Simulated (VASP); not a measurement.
# Pt (Fm-3m) in VASP: settings compared

Aim: see how the results for Pt move with the level of theory and the settings. Levels: PBE+D3(BJ), revPBE+D3(BJ), BLYP+D4. Tasks: single point, relaxation of cell and atoms.

All numbers are computed with VASP 6.6.1; they aren't measurements. Logs are shortened: lines on timing, memory, paths and dates and some standing lists are left out, and cuts for length are marked.

**1. The cell of the first run**

The structure is cubic, space group Fm-3m (No. 225). Conventional cell: a = 3.929 Å, b = 3.929 Å, c = 3.929 Å, α = 90.00°, β = 90.00°, γ = 90.00°. Within 3.7 Å of Pt (site symmetry m-3m) lie 12 Pt at 2.78 Å.

**2. Single point, PBE+D3(BJ)**

INCAR reads:

```
PREC = Accurate ; ENCUT = 520
EDIFF = 1E-6 ; ISMEAR = -1
SIGMA = 0.05 ; LREAL = F
LASPH = T ; NELM = 100
ALGO = Normal ; ISIF = 2
LWAVE = F ; LCHARG = F
GGA = PE ; IVDW = 12
NBANDS = 11
```

KPOINTS reads:

```
regular mesh
0
Gamma
  12 12 12
```

POSCAR reads:

```
Pt
1.0
    0.0000000000      1.9646694209      1.9646694209
    1.9646694209      0.0000000000      1.9646694209
    1.9646694209      1.9646694209      0.0000000000
Pt
1
Direct
    0.0000000000      0.0000000000      0.0000000000
```

Potentials or basis: VASP PAW PBE potentials, release 64 (Pt).

Command:

```
$ cat potpaw_PBE.64/Pt/POTCAR > POTCAR
$ mpirun -np 1 vasp_std > vasp.out
```

OUTCAR:

```text
PREC = Accurate
   ENCUT = 520
   EDIFF = 1E-6
   ISMEAR = -1
   LREAL = F
   LASPH = T
   NELM = 100
   ISIF = 2
   GGA = PE
   IVDW = 12
 IVDW          = 12

 ion  position               nearest neighbor table
   1  0.000  0.000  0.000-

  LATTYP: Found a face centered cubic cell.
 ALAT       =     3.9293388418

  Lattice vectors:

 A1 = (   0.0000000000,   1.9646694209,   1.9646694209)
 A2 = (   1.9646694209,   0.0000000000,   1.9646694209)
 A3 = (   1.9646694209,   1.9646694209,   0.0000000000)

Analysis of symmetry for initial positions (statically):
=====================================================================
 Subroutine PRICEL returns:
 Original cell was already a primitive cell.

 Routine SETGRP: Setting up the symmetry group for a
 face centered cubic supercell.

 Subroutine GETGRP returns: Found 48 space group operations
 (whereof 48 operations were pure point group operations)
 out of a pool of 48 trial point group operations.

The static configuration has the point symmetry O_h .

Analysis of symmetry for dynamics (positions and initial velocities):
=====================================================================
 Subroutine PRICEL returns:
 Original cell was already a primitive cell.

 Routine SETGRP: Setting up the symmetry group for a
 face centered cubic supercell.

 Subroutine GETGRP returns: Found 48 space group operations
 (whereof 48 operations were pure point group operations)
 out of a pool of 48 trial point group operations.

The dynamic configuration has the point symmetry O_h .

 Subroutine INISYM returns: Found 48 space group operations
 (whereof 48 operations are pure point group operations),
 and found     1 'primitive' translations

----------------------------------------------------------------------------------------

                                     Primitive cell

  volume of cell :      15.1670

  direct lattice vectors                    reciprocal lattice vectors
     0.000000000  1.964669421  1.964669421    -0.254495741  0.254495741  0.254495741
     1.964669421  0.000000000  1.964669421     0.254495741 -0.254495741  0.254495741
     1.964669421  1.964669421  0.000000000     0.254495741  0.254495741 -0.254495741

  length of vectors
     2.778462141  2.778462141  2.778462141     0.440799554  0.440799554  0.440799554

  position of ions in fractional coordinates (direct lattice)
     0.000000000  0.000000000  0.000000000

  ion indices of the primitive-cell ions
   primitive index   ion index
                 1           1

----------------------------------------------------------------------------------------

 KPOINTS: regular mesh

Automatic generation of k-mesh.
 Grid dimensions read from file:
 generate k-points for:   12   12   12

 Generating k-lattice:

  Cartesian coordinates                     Fractional coordinates (reciprocal lattice)
    -0.021207978  0.021207978  0.021207978     0.083333333  0.000000000  0.000000000
     0.021207978 -0.021207978  0.021207978     0.000000000  0.083333333  0.000000000
     0.021207978  0.021207978 -0.021207978     0.000000000  0.000000000  0.083333333

  Length of vectors
     0.036733296  0.036733296  0.036733296

  Shift w.r.t. Gamma in fractional coordinates (k-lattice)
     0.000000000  0.000000000  0.000000000

 Subroutine IBZKPT returns following result:
 ===========================================

 Found     72 irreducible k-points:

 Following reciprocal coordinates:
            Coordinates               Weight
  0.000000  0.000000  0.000000      1.000000
  0.083333  0.000000  0.000000      8.000000
  0.166667  0.000000  0.000000      8.000000
  0.250000  0.000000  0.000000      8.000000
  0.333333  0.000000  0.000000      8.000000
  0.416667  0.000000  0.000000      8.000000
[... 16 lines left out ...]
  0.500000  0.166667  0.000000     24.000000
 -0.416667  0.166667  0.000000     24.000000
 [... further k-points ...]
   k-points           NKPTS =     72   k-points in BZ     NKDIM =     72   number of bands    NBANDS=     11
   number of dos      NEDOS =    301   number of ions     NIONS =      1
   total plane-waves  NPLWV =  13824
   dimension x,y,z NGX =    24 NGY =   24 NGZ =   24
   dimension x,y,z NGXF=    48 NGYF=   48 NGZF=   48
   ions per type =               1
   NGX,Y,Z   is equivalent  to a cutoff of  14.36, 14.36, 14.36 a.u.
   NGXF,Y,Z  is equivalent  to a cutoff of  28.72, 28.72, 28.72 a.u.
 SYSTEM =  unknown system
   PREC   = accura    normal or accurate (medium, high low for compatibility)
   ISTART =      0    job   : 0-new  1-cont  2-samecut
   ICHARG =      2    charge: 1-file 2-atom 10-const
   ISPIN  =      1    spin polarized calculation?
   LNONCOLLINEAR =      F non collinear calculations
   LSORBIT =      F    spin-orbit coupling
   LASPH  =      T    aspherical Exc in radial PAW
   ENCUT  =  520.0 eV  38.22 Ry    6.18 a.u.   5.17  5.17  5.17*2*pi/ulx,y,z
   NELM   =    100;   NELMIN=  2; NELMDL= -5     # of ELM steps
   EDIFF  = 0.1E-05   stopping-criterion for ELM
   LREAL  =      F    real-space projection
   EDIFFG = 0.1E-04   stopping-criterion for IOM
   NSW    =      0    number of steps for IOM
   IBRION =     -1    ionic relax: 0-MD 1-quasi-New 2-CG
   NFREE  =      0    steps in history (QN), initial steepest desc. (CG)
   ISIF   =      2    stress and relaxation
   ISYM   =      2    0-nonsym 1-usesym 2-fastsym
   POTIM  = 0.5000    time-step for ionic-motion
   TEBEG  =    0.0;   TEEND  =   0.0 temperature during run
   PSTRESS=    0.0 pullay stress
   NELECT =      10.0000    total number of electrons
   NUPDOWN=      -1.0000    fix difference up-down
   EMIN   =  10.00;   EMAX   =-10.00  energy-range for DOS
   EFERMI =   0.00;   METHOD = LEGACY
   ISMEAR =    -1;   SIGMA  =   0.05  broadening in eV -4-tet -1-fermi 0-gaus
   EFERMI_NEDOS =   21; number of points for ismear=-14 and -15
   IALGO  =     38    algorithm
   IMIX   =      4    mixing-type and parameters
     AMIX     =   0.40;   BMIX     =  1.00
     AMIX_MAG =   1.60;   BMIX_MAG =  1.00
  volume/ion in A,a.u.               =      15.17       102.35
  Fermi-wavevector in a.u.,A,eV,Ry     =   1.424870  2.692615 27.623303  2.030255
  Thomas-Fermi vector in A             =   2.545315
   LORBIT       =      0    0 simple, 1 ext, 2 COOP (PROOUT), +10 PAW based schemes
   GGA     = PE    functional components
   LHFCALC =     F    Hartree Fock is set to
   AEXX    =    0.0000 exact exchange contribution
   IVDW    =    12    specifies the selected vdW correction
   LEPSILON=     F    determine dielectric tensor
   LRPA    =     F    only Hartree local field effects (RPA)
 non-spin polarized calculation
  energy-cutoff  :      520.00
  volume of cell :       15.17
 maximum number of plane-waves:       424
 NGX is ok and might be reduce to    24
   NGX = 11   NGY = 11   NGZ = 11

 number of electron      10.0000000 magnetization

 Free energy of the ion-electron system (eV)
  ---------------------------------------------------
  ext. energy  EPLUGINS =         0.00000000
  ---------------------------------------------------
  free energy    TOTEN  =        -6.09774542 eV

  energy without entropy =       -6.08221003  energy(sigma->0) =       -6.08997773

 E-fermi :  11.1802     XC(G=0): -13.4546

 val. band max:       11.1789746061   @ k =  -0.4167   0.4167   0.1667
 cond. band min:      11.1858137770   @ k =   0.5000   0.4167   0.0833
 fundamental gap:      0.0068391709
 Fermi energy:        11.1802273231

 k-point     1 :       0.0000    0.0000    0.0000
  band No.  band energies     occupation
      1       1.0032      2.00000
      2       7.4111      2.00000
      3       7.4111      2.00000
      4       7.4111      2.00000
      5       9.5475      2.00000
      6       9.5475      2.00000
      7      25.8106      0.00000
      8      30.7453      0.00000
      9      30.7453      0.00000
     10      30.7453      0.00000
     11      36.0656      0.00000

 k-point     2 :       0.0833    0.0000    0.0000
  band No.  band energies     occupation
      1       1.2794      2.00000
      2       7.2916      2.00000
      3       7.5181      2.00000
      4       7.5181      2.00000
      5       9.4902      2.00000
      6       9.4902      2.00000
      7      26.2328      0.00000
      8      29.4197      0.00000
      9      31.1686      0.00000
     10      31.1686      0.00000
     11      37.4237      0.00000

 k-point     3 :       0.1667    0.0000    0.0000
  band No.  band energies     occupation
      1       2.0456      2.00000
      2       7.0527      2.00000
      3       7.7357      2.00000
      4       7.7357      2.00000
      5       9.4441      2.00000
      6       9.4441      2.00000
      7      27.0385      0.00000
      8      27.2291      0.00000
      9      32.3451      0.00000
     10      32.3451      0.00000
     11      36.0293      0.00000

 k-point     4 :       0.2500    0.0000    0.0000
  band No.  band energies     occupation
      1       3.0419      2.00000
      2       7.0626      2.00000
      3       7.7810      2.00000
      4       7.7810      2.00000
      5       9.7239      2.00000
      6       9.7239      2.00000
      7      24.4343      0.00000
      8      27.5256      0.00000
      9      33.7472      0.00000
     10      33.7472      0.00000
     11      34.6326      0.00000
[... 239 lines left out ...]
 k-point    22 :       0.4167    0.1667    0.0000
  band No.  band energies     occupation
      1       4.5625      2.00000
      2       6.7501      2.00000
      3       7.2795      2.00000
      4       8.3026      2.00000
      5      11.1398      1.38354
      6      11.6980      0.00006
      7      20.5728      0.00000
      8      27.1039      0.00000
      9      28.4601      0.00000
     10      30.3105      0.00000
     11      37.7617      0.00000

 k-point    23 :       0.5000    0.1667    0.0000
  band No.  band energies     occupation
      1       4.6486      2.00000
      2       6.7627      2.00000
      3       8.0002      2.00000
      4       8.1135      2.00000
      5      11.2663      0.30358
      6      13.6250      0.00000
      7      17.5907      0.00000
      8      26.3403      0.00000
      9      28.5391      0.00000
     10      28.9498      0.00000
     11      38.4278      0.00000

 k-point    24 :      -0.4167    0.1667    0.0000
  band No.  band energies     occupation
      1       4.7064      2.00000
      2       6.7763      2.00000
      3       8.0248      2.00000
      4       8.3127      2.00000
      5      10.8724      1.99577
      6      14.1821      0.00000
      7      17.1557      0.00000
      8      25.9460      0.00000
      9      28.0469      0.00000
     10      29.6585      0.00000
     11      37.9744      0.00000

 [... further k-points ...]

------------------------ aborting loop because EDIFF is reached ----------------------------------------

 Edisp (eV)   -0.77465

 E8    (eV) :    -0.3552

  FORCE on cell =-STRESS in cart. coord.  units (eV):
  Direction    XX          YY          ZZ          XY          YZ          ZX
  --------------------------------------------------------------------------------------
  -------------------------------------------------------------------------------------
  Total      -0.04719    -0.04719    -0.04719     0.00000     0.00000     0.00000
  in kB      -4.98528    -4.98528    -4.98528     0.00000     0.00000     0.00000
  external pressure =       -4.99 kB  Pullay stress =        0.00 kB

 VOLUME and BASIS-vectors are now :
 -----------------------------------------------------------------------------
  energy-cutoff  :      520.00
  volume of cell :       15.17
      direct lattice vectors                 reciprocal lattice vectors
     0.000000000  1.964669421  1.964669421    -0.254495741  0.254495741  0.254495741
     1.964669421  0.000000000  1.964669421     0.254495741 -0.254495741  0.254495741
     1.964669421  1.964669421  0.000000000     0.254495741  0.254495741 -0.254495741

 POSITION                                       TOTAL-FORCE (eV/Angst)
 -----------------------------------------------------------------------------------
      0.00000      0.00000      0.00000         0.000000      0.000000      0.000000
 -----------------------------------------------------------------------------------
    total drift:                               -0.000000     -0.000000     -0.000000

  FREE ENERGIE OF THE ION-ELECTRON SYSTEM (eV)
  ---------------------------------------------------
  free  energy   TOTEN  =        -6.8724004109 eV

  energy  without entropy=       -6.8568650211  energy(sigma->0) =       -6.86463272
```

Wall time 4.2 s (1 thread of Intel Xeon 6975P-C (Granite Rapids), shared host); peak memory 0.15 GiB.

What came out:

| Item | Value |
| --- | --- |
| Free energy | -6.8724 eV |
| Pressure | -0.5 GPa |
| Band gap on the k mesh | zero (band 5 reaches 11.66 eV, above the bottom of band 6 at 9.44 eV) |
| Dispersion energy per atom | -0.775 eV |

Caveat: spin-orbit coupling is left out, which moves the levels of the heavy elements; pairwise dispersion overbinds metals, which lowers pressure and volume.

**3. Relaxation of cell and atoms, revPBE+D3(BJ)**

This run uses another cell than the first one, of 15.08 Å³/atom, 0.994 times its volume.

INCAR reads:

```
SYSTEM = Pt
ALGO     = Normal         ! electronic algorithm
EDIFF    = 1E-6           ! SCF threshold, eV
EDIFFG   = -0.02          ! ionic threshold
ENCUT    = 600            ! plane-wave cutoff, eV
GGA      = RE             ! functional
IBRION   = 2              ! ionic algorithm
ISIF     = 3              ! what is computed and relaxed
ISMEAR   = -1             ! smearing method
IVDW     = 12             ! dispersion correction
LASPH    = .TRUE.         ! aspherical terms in the spheres
LCHARG   = .FALSE.        ! write CHGCAR
LREAL    = .FALSE.        ! projectors in reciprocal space
LWAVE    = .FALSE.        ! write WAVECAR
NELM     = 60             ! most SCF steps
NSW      = 80             ! ionic steps
PREC     = Accurate       ! precision mode
SIGMA    = 0.05           ! smearing width, eV
```

KPOINTS reads:

```
k-points
0
G
  12 12 12
  0 0 0
```

POSCAR reads:

```
Pt
1.0
    0.0000000000      1.9609000000      1.9609000000
    1.9609000000      0.0000000000      1.9609000000
    1.9609000000      1.9609000000      0.0000000000
Pt
1
Direct
    0.0000000000      0.0000000000      0.0000000000
```

Potentials or basis: VASP PAW PBE potentials, release 64 (Pt).

Command:

```
$ cat potpaw_PBE.64/Pt/POTCAR > POTCAR
$ mpirun -np 1 vasp_std > vasp.out
```

Wall time 8.8 s (1 thread of Intel Xeon 6975P-C (Granite Rapids), shared host); peak memory 0.17 GiB.

The run converged. Its results:

```
Free energy                            : -7.0338 eV
Relaxed volume                         : 14.89 Å³/atom
Relaxed cell                           : a = 2.762 Å, b = 2.762 Å, c = 2.762 Å, α = 60.00°, β = 60.00°, γ = 60.00°
Space group after relaxing (to 0.05 Å) : Fm-3m (No. 225)
Energy gained by relaxing              : 2.2 meV/atom
Ionic steps                            : 3
Pressure after relaxing                : 0.0 GPa
Band gap on the k mesh                 : zero (band 5 reaches 12.09 eV, above the bottom of band 6 at 9.80 eV)
Dispersion energy per atom             : -1.490 eV
```

Step by step:
```csv
step,energy change (eV),largest force (eV/Å),pressure (GPa),volume (Å³)
1,0.0000,0.0000,-3.56,15.08
2,0.0161,0.0000,11.57,14.36
3,-0.0022,0.0000,-0.04,14.89
```

Final structure:
```cif
data_structure
_symmetry_space_group_name_H-M 'P 1'
_symmetry_Int_Tables_number 1
_cell_length_a 2.7615
_cell_length_b 2.7615
_cell_length_c 2.7615
_cell_angle_alpha 60.000
_cell_angle_beta 60.000
_cell_angle_gamma 60.000
_cell_volume 14.89
loop_
_atom_site_label
_atom_site_type_symbol
_atom_site_fract_x
_atom_site_fract_y
_atom_site_fract_z
_atom_site_occupancy
Pt1 Pt 0.00000 0.00000 0.00000 1
```

Levels at points of the mesh, in eV from the Fermi level:
| k point | band 1 | band 2 | band 3 | band 4 | band 5 | band 6 | band 7 | band 8 | band 9 |
| --- | --- | --- | --- | --- | --- | --- | --- | --- | --- |
| (0.00, 0.00, 0.00) | -10.36 | -3.88 | -3.88 | -3.88 | -1.68 | -1.68 | 14.56 | 19.61 | 19.61 |
| (0.50, 0.00, 0.00) | -7.47 | -3.95 | -3.95 | -0.53 | 0.03 | 0.03 | 5.94 | 14.14 | 19.06 |
| (0.50, 0.50, 0.00) | -7.23 | -6.77 | -0.01 | 0.49 | 0.49 | 1.75 | 9.03 | 11.43 | 11.43 |

Caveat: the PAW data sets were made with another functional, which shifts forces and pressure a little; spin-orbit coupling is left out, which moves the levels of the heavy elements; pairwise dispersion overbinds metals, which lowers pressure and volume.

(Continued in part 2 of 2.)
